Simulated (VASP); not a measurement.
# Al (P6_3/mmc) in VASP: further runs

Aim: see how the results for Al move with the level of theory and the settings. Levels: BLYP, LDA, PBEsol. Tasks: single point.

All numbers are computed with VASP 6.6.1; they aren't measurements. Logs are shortened: lines on timing, memory, paths and dates and some standing lists are left out, and cuts for length are marked.

## Step 1: The cell of the first run

Symmetry: P6_3/mmc, No. 194, hexagonal system. Conventional cell: a = 2.827 Å, b = 2.827 Å, c = 9.186 Å, α = 90.00°, β = 90.00°, γ = 120.00°. Within 3.7 Å of Al (site symmetry -3m) lie 12 Al at 2.82 to 2.83 Å. Within 3.7 Å of Al (site symmetry -6m2) lie 12 Al at 2.82 to 2.83 Å.

This isn't the form of Al at room conditions, which is fcc.

## Step 2: Single point, BLYP

File INCAR:

```
PREC = Accurate ; ENCUT = 500
EDIFF = 1E-6 ; ISMEAR = -1
SIGMA = 0.15 ; LREAL = F
LASPH = T ; NELM = 120
ALGO = Normal ; ISIF = 2
LWAVE = F ; LCHARG = F
GGA = B5 ; ALDAX = 1.0
AGGAX = 1.0 ; AGGAC = 1.0
ALDAC = 0.0 ; NBANDS = 14
GGA_COMPAT = F
```

File KPOINTS:

```
Automatic mesh
0
Gamma
  9 9 2
```

File POSCAR:

```
Al
1.0
    2.8270770200      0.0000000000      0.0000000000
   -1.4135385100      2.4483205200      0.0000000000
    0.0000000000      0.0000000000      9.1859930700
Al
4
Direct
    0.0000000000      0.0000000000      0.0000000000
    0.3333333300      0.6666666700      0.2500000000
    0.0000000000      0.0000000000      0.5000000000
    0.6666666700      0.3333333300      0.7500000000
```

Potentials or basis: VASP PAW PBE potentials, release 64 (Al).

On the command line:

```
$ cat potpaw_PBE.64/Al/POTCAR > POTCAR
$ mpirun -np 1 vasp_std > vasp.out
```

OUTCAR:

```text
PREC = Accurate
   ENCUT = 500
   EDIFF = 1E-6
   ISMEAR = -1
   LREAL = F
   LASPH = T
   NELM = 120
   ISIF = 2
   GGA = B5

 ion  position               nearest neighbor table
   1  0.000  0.000  0.000-   2 2.82   4 2.82   4 2.82   2 2.82   4 2.82   2 2.82
   2  0.333  0.667  0.250-   1 2.82   3 2.82   1 2.82   3 2.82   1 2.82   3 2.82
   3  0.000  0.000  0.500-   2 2.82   4 2.82   4 2.82   2 2.82   4 2.82   2 2.82
   4  0.667  0.333  0.750-   1 2.82   3 2.82   1 2.82   3 2.82   1 2.82   3 2.82

  LATTYP: Found a hexagonal cell.
 ALAT       =     2.8270770200
 C/A-ratio  =     3.2492899928

  Lattice vectors:

 A1 = (   2.8270770200,   0.0000000000,   0.0000000000)
 A2 = (  -1.4135385100,   2.4483205200,   0.0000000000)
 A3 = (   0.0000000000,   0.0000000000,   9.1859930700)

Analysis of symmetry for initial positions (statically):
=====================================================================
 Subroutine PRICEL returns:
 Original cell was already a primitive cell.

 Routine SETGRP: Setting up the symmetry group for a
 hexagonal supercell.

 Subroutine GETGRP returns: Found 24 space group operations
 (whereof 12 operations were pure point group operations)
 out of a pool of 24 trial point group operations.

The static configuration has the point symmetry D_3d.
 The point group associated with its full space group is D_6h.

Analysis of symmetry for dynamics (positions and initial velocities):
=====================================================================
 Subroutine PRICEL returns:
 Original cell was already a primitive cell.

 Routine SETGRP: Setting up the symmetry group for a
 hexagonal supercell.

 Subroutine GETGRP returns: Found 24 space group operations
 (whereof 12 operations were pure point group operations)
 out of a pool of 24 trial point group operations.

The dynamic configuration has the point symmetry D_3d.
 The point group associated with its full space group is D_6h.

 Subroutine INISYM returns: Found 24 space group operations
 (whereof 12 operations are pure point group operations),
 and found     1 'primitive' translations

----------------------------------------------------------------------------------------

                                     Primitive cell

  volume of cell :      63.5817

  direct lattice vectors                    reciprocal lattice vectors
     2.827077020  0.000000000  0.000000000     0.353722234  0.204221627  0.000000000
    -1.413538510  2.448320520  0.000000000     0.000000000  0.408443254  0.000000000
     0.000000000  0.000000000  9.185993070     0.000000000  0.000000000  0.108861393

  length of vectors
     2.827077020  2.827077022  9.185993070     0.408443254  0.408443254  0.108861393

  position of ions in fractional coordinates (direct lattice)
     0.000000000  0.000000000  0.000000000
     0.333333330  0.666666670  0.250000000
     0.000000000  0.000000000  0.500000000
     0.666666670  0.333333330  0.750000000

  ion indices of the primitive-cell ions
   primitive index   ion index
                 1           1
                 2           2
                 3           3
                 4           4

----------------------------------------------------------------------------------------

 KPOINTS: Automatic mesh

Automatic generation of k-mesh.
 Grid dimensions read from file:
 generate k-points for:    9    9    2

 Generating k-lattice:

  Cartesian coordinates                     Fractional coordinates (reciprocal lattice)
     0.039302470  0.022691292  0.000000000     0.111111111  0.000000000  0.000000000
     0.000000000  0.045382584  0.000000000     0.000000000  0.111111111  0.000000000
     0.000000000  0.000000000  0.054430696     0.000000000  0.000000000  0.500000000

  Length of vectors
     0.045382584  0.045382584  0.054430696

  Shift w.r.t. Gamma in fractional coordinates (k-lattice)
     0.000000000  0.000000000  0.000000000

 Subroutine IBZKPT returns following result:
 ===========================================

 Found     24 irreducible k-points:

 Following reciprocal coordinates:
            Coordinates               Weight
  0.000000  0.000000  0.000000      1.000000
  0.111111  0.000000  0.000000      6.000000
  0.222222  0.000000  0.000000      6.000000
  0.333333  0.000000  0.000000      6.000000
  0.444444  0.000000  0.000000      6.000000
  0.111111  0.111111  0.000000      6.000000
[... 16 lines left out ...]
  0.333333  0.222222  0.500000     12.000000
  0.333333  0.333333  0.500000      2.000000
   k-points           NKPTS =     24   k-points in BZ     NKDIM =     24   number of bands    NBANDS=     14
   number of dos      NEDOS =    301   number of ions     NIONS =      4
   total plane-waves  NPLWV =  40320
   dimension x,y,z NGX =    24 NGY =   24 NGZ =   70
   dimension x,y,z NGXF=    48 NGYF=   48 NGZF=  140
   ions per type =               4
   NGX,Y,Z   is equivalent  to a cutoff of  14.11, 14.11, 12.67 a.u.
   NGXF,Y,Z  is equivalent  to a cutoff of  28.23, 28.23, 25.34 a.u.
 SYSTEM =  unknown system
   PREC   = accura    normal or accurate (medium, high low for compatibility)
   ISTART =      0    job   : 0-new  1-cont  2-samecut
   ICHARG =      2    charge: 1-file 2-atom 10-const
   ISPIN  =      1    spin polarized calculation?
   LNONCOLLINEAR =      F non collinear calculations
   LSORBIT =      F    spin-orbit coupling
   LASPH  =      T    aspherical Exc in radial PAW
   ENCUT  =  500.0 eV  36.75 Ry    6.06 a.u.   5.15  5.15 16.75*2*pi/ulx,y,z
   NELM   =    120;   NELMIN=  2; NELMDL= -5     # of ELM steps
   EDIFF  = 0.1E-05   stopping-criterion for ELM
   LREAL  =      F    real-space projection
   EDIFFG = 0.1E-04   stopping-criterion for IOM
   NSW    =      0    number of steps for IOM
   IBRION =     -1    ionic relax: 0-MD 1-quasi-New 2-CG
   NFREE  =      0    steps in history (QN), initial steepest desc. (CG)
   ISIF   =      2    stress and relaxation
   ISYM   =      2    0-nonsym 1-usesym 2-fastsym
   POTIM  = 0.5000    time-step for ionic-motion
   TEBEG  =    0.0;   TEEND  =   0.0 temperature during run
   PSTRESS=    0.0 pullay stress
   NELECT =      12.0000    total number of electrons
   NUPDOWN=      -1.0000    fix difference up-down
   EMIN   =  10.00;   EMAX   =-10.00  energy-range for DOS
   EFERMI =   0.00;   METHOD = LEGACY
   ISMEAR =    -1;   SIGMA  =   0.15  broadening in eV -4-tet -1-fermi 0-gaus
   EFERMI_NEDOS =   21; number of points for ismear=-14 and -15
   IALGO  =     38    algorithm
   IMIX   =      4    mixing-type and parameters
     AMIX     =   0.40;   BMIX     =  1.00
     AMIX_MAG =   1.60;   BMIX_MAG =  1.00
  volume/ion in A,a.u.               =      15.90       107.27
  Fermi-wavevector in a.u.,A,eV,Ry     =   0.939055  1.774557 11.997959  0.881825
  Thomas-Fermi vector in A             =   2.066329
   LORBIT       =      0    0 simple, 1 ext, 2 COOP (PROOUT), +10 PAW based schemes
   GGA     = B5    functional components
   LHFCALC =     F    Hartree Fock is set to
   AEXX    =    0.0000 exact exchange contribution
   IVDW    =     0    specifies the selected vdW correction
   LEPSILON=     F    determine dielectric tensor
   LRPA    =     F    only Hartree local field effects (RPA)
 non-spin polarized calculation
  energy-cutoff  :      500.00
  volume of cell :       63.58
 maximum number of plane-waves:      1631
 NGX is ok and might be reduce to    24
   NGX = 11   NGY = 11   NGZ = 33

 number of electron      12.0000000 magnetization

 Free energy of the ion-electron system (eV)
  ---------------------------------------------------
  ext. energy  EPLUGINS =         0.00000000
  ---------------------------------------------------
  free energy    TOTEN  =       -10.62062054 eV

  energy without entropy =      -10.48591697  energy(sigma->0) =      -10.55326876

 E-fermi :   8.8731     XC(G=0):  -9.8104

 val. band max:        8.8677653241   @ k =   0.1111   0.1111   0.5000
 cond. band min:       8.9244252871   @ k =   0.2222   0.2222   0.0000
 fundamental gap:      0.0566599630
 Fermi energy:         8.8730698439

 k-point     1 :       0.0000    0.0000    0.0000
  band No.  band energies     occupation
      1      -2.5050      2.00000
      2      -0.7668      2.00000
      3      -0.7613      2.00000
      4       4.2339      2.00000
      5       4.4402      2.00000
      6      12.4573      0.00000
      7      12.4819      0.00000
      8      19.6311      0.00000
      9      19.6311      0.00000
     10      19.8507      0.00000
     11      19.8507      0.00000
     12      20.8472      0.00000
     13      20.8639      0.00000
     14      21.0564      0.00000

 k-point     2 :       0.1111    0.0000    0.0000
  band No.  band energies     occupation
      1      -2.2010      2.00000
      2      -0.4667      2.00000
      3      -0.4610      2.00000
      4       4.5142      2.00000
      5       4.7367      2.00000
      6      12.6815      0.00000
      7      12.7274      0.00000
      8      16.0117      0.00000
      9      17.4047      0.00000
     10      17.5115      0.00000
     11      17.6730      0.00000
     12      19.1346      0.00000
     13      19.1507      0.00000
     14      19.2928      0.00000
[... 343 lines left out ...]
      1       3.5715      2.00000
      2       3.5715      2.00000
      3       6.0544      2.00000
      4       6.0544      2.00000
      5       6.9675      1.99999
      6       6.9675      1.99999
      7       8.6813      1.56440
      8       8.6813      1.56440
      9       9.6818      0.00907
     10       9.6818      0.00907
     11      12.1805      0.00000
     12      12.1805      0.00000
     13      13.6666      0.00000
     14      13.6666      0.00000

 k-point    24 :       0.3333    0.3333    0.5000
  band No.  band energies     occupation
      1       5.7151      2.00000
      2       5.7151      2.00000
      3       5.9126      2.00000
      4       5.9126      2.00000
      5       5.9394      2.00000
      6       5.9394      2.00000
      7       8.6783      1.57113
      8       8.6783      1.57113
      9       9.2835      0.12176
     10       9.2835      0.12176
     11      10.0509      0.00078
     12      10.0509      0.00078
     13      15.1781      0.00000
     14      15.1781      0.00000

------------------------ aborting loop because EDIFF is reached ----------------------------------------

  FORCE on cell =-STRESS in cart. coord.  units (eV):
  Direction    XX          YY          ZZ          XY          YZ          ZX
  --------------------------------------------------------------------------------------
  -------------------------------------------------------------------------------------
  Total        2.7552022      2.7552022      3.0059103      0.0000000     -0.0000000      0.0000000
  in kB       69.4275807     69.4275808     75.7451043      0.0000000     -0.0000000      0.0000000
  external PRESSURE =      71.5334219 kB  Pullay stress =       0.0000000 kB

 VOLUME and BASIS-vectors are now :
 -----------------------------------------------------------------------------
  energy-cutoff  :      500.00
  volume of cell :       63.58
      direct lattice vectors                 reciprocal lattice vectors
     2.827077020  0.000000000  0.000000000     0.353722234  0.204221627  0.000000000
    -1.413538510  2.448320520  0.000000000     0.000000000  0.408443254  0.000000000
     0.000000000  0.000000000  9.185993070     0.000000000  0.000000000  0.108861393

 POSITION                                       TOTAL-FORCE (eV/Angst)
 -----------------------------------------------------------------------------------
      0.00000      0.00000      0.00000        -0.000000      0.000000      0.000000
     -0.00000      1.63221      2.29650         0.000000     -0.000000     -0.000000
      0.00000      0.00000      4.59300        -0.000000      0.000000      0.000000
      1.41354      0.81611      6.88949         0.000000      0.000000      0.000000
 -----------------------------------------------------------------------------------
    total drift:                               -0.000000      0.000000     -0.000000

  FREE ENERGIE OF THE ION-ELECTRON SYSTEM (eV)
  ---------------------------------------------------
  free  energy   TOTEN  =       -10.6206205393 eV

  energy  without entropy=      -10.4859169732  energy(sigma->0) =      -10.55326876
```

It took 30 s on 1 thread of Intel Xeon Platinum 8488C (Sapphire Rapids), shared host; peak memory 0.18 GiB.

Results:

```
Free energy            : -10.6206 eV
Pressure               : 7.2 GPa
Band gap on the k mesh : zero (bands 6 and 7 overlap by 5.38 eV)
```

Levels at points of the mesh, in eV from the Fermi level:
```
           k point  band 4  band 5  band 6  band 7  band 8  band 9
(0.00, 0.00, 0.00)   -4.64   -4.43    3.58    3.61   10.76   10.76
(0.00, 0.00, 0.50)   -7.49   -0.82   -0.82    8.56    8.56   11.08
```

Caveat: the cell stands under pressure; the PAW data sets were made with another functional, which shifts forces and pressure a little.

## Step 3: Single point, LDA

File INCAR:

```
PREC = Accurate ; ENCUT = 500
EDIFF = 1E-6 ; ISMEAR = -1
SIGMA = 0.15 ; LREAL = F
LASPH = T ; NELM = 120
ALGO = Normal ; ISIF = 2
LWAVE = F ; LCHARG = T
LELF = T ; LVHAR = T
NBANDS = 14 ; GGA_COMPAT = F
```

KPOINTS is that of step 2.

POSCAR is that of step 2.

Potentials or basis: VASP PAW LDA potentials, release 64 (Al).

On the command line:

```
$ cat potpaw_LDA.64/Al/POTCAR > POTCAR
$ mpirun -np 1 vasp_std > vasp.out
```

Run time: 16 s. Hardware: 1 thread of Intel Xeon Platinum 8488C (Sapphire Rapids), shared host; peak memory 0.15 GiB.

Results (log left out):

| Item | Value |
| --- | --- |
| Free energy | -16.6973 eV |
| Pressure | 0.1 GPa |
| Band gap on the k mesh | zero (bands 6 and 7 overlap by 5.41 eV) |

Stress tensor (GPa, compression positive):
```
-0.02  0.00  0.00
 0.00 -0.02  0.00
 0.00  0.00  0.41
```

Levels at points of the mesh, in eV from the Fermi level:
| k point | band 4 | band 5 | band 6 | band 7 | band 8 | band 9 |
| --- | --- | --- | --- | --- | --- | --- |
| (0.00, 0.00, 0.00) | -4.67 | -4.38 | 3.59 | 3.61 | 10.76 | 10.76 |
| (0.00, 0.00, 0.50) | -7.48 | -0.81 | -0.81 | 8.56 | 8.56 | 11.09 |

## Step 4: Single point, PBEsol

File INCAR:

```
SYSTEM = Al
PREC = Accurate ; ENCUT = 500
EDIFF = 1E-6 ; ISMEAR = -1
SIGMA = 0.15 ; LREAL = .FALSE.
LASPH = .TRUE. ; NELM = 120
ALGO = Normal ; ISIF = 2
LWAVE = .FALSE. ; LCHARG = .FALSE.
GGA = PS ; NBANDS = 14
GGA_COMPAT = .FALSE.
```

File KPOINTS:

```
Automatic mesh
0
G
  9 9 2
  0 0 0
```

POSCAR is that of step 3.

Potentials or basis: VASP PAW PBE potentials, release 64 (Al).

On the command line:

```
$ cat potpaw_PBE.64/Al/POTCAR > POTCAR
$ mpirun -np 1 vasp_std > vasp.out
```

Run time: 19 s. Hardware: 1 thread of Intel Xeon Platinum 8488C (Sapphire Rapids), shared host; peak memory 0.18 GiB.

The run converged. Its results:

- Free energy: -16.2930 eV
- Pressure: 2.1 GPa
- Band gap on the k mesh: zero (bands 6 and 7 overlap by 5.41 eV)

Stress tensor (GPa, compression positive):
```
2.00 0.00 0.00
0.00 2.00 0.00
0.00 0.00 2.35
```

Levels at points of the mesh, in eV from the Fermi level:
```tsv
k point	band 4	band 5	band 6	band 7	band 8	band 9
(0.00, 0.00, 0.00)	-4.71	-4.36	3.61	3.62	10.86	10.86
(0.00, 0.00, 0.50)	-7.50	-0.81	-0.81	8.59	8.59	11.19
```

Caveat: the PAW data sets were made with another functional, which shifts forces and pressure a little.

## Step 5: The runs side by side

| level | potentials or basis | gap on the mesh (eV) | pressure (GPa) |
| --- | --- | --- | --- |
| BLYP | VASP PAW PBE potentials, release 64 (Al) | none | 7.2 |
| LDA | VASP PAW LDA potentials, release 64 (Al) | none | 0.1 |
| PBEsol | VASP PAW PBE potentials, release 64 (Al) | none | 2.1 |

Alike in all rows: task single point; no spin polarisation; cell as given; k mesh 9 × 9 × 2; cutoff (eV) 500; smearing fermi-dirac 0.15 eV.

Caveats: the PAW data sets were made with another functional, which shifts forces and pressure a little (at least some runs); the cell stands under pressure (at least some runs).

Absolute energies hang on the potentials; compare differences alone.
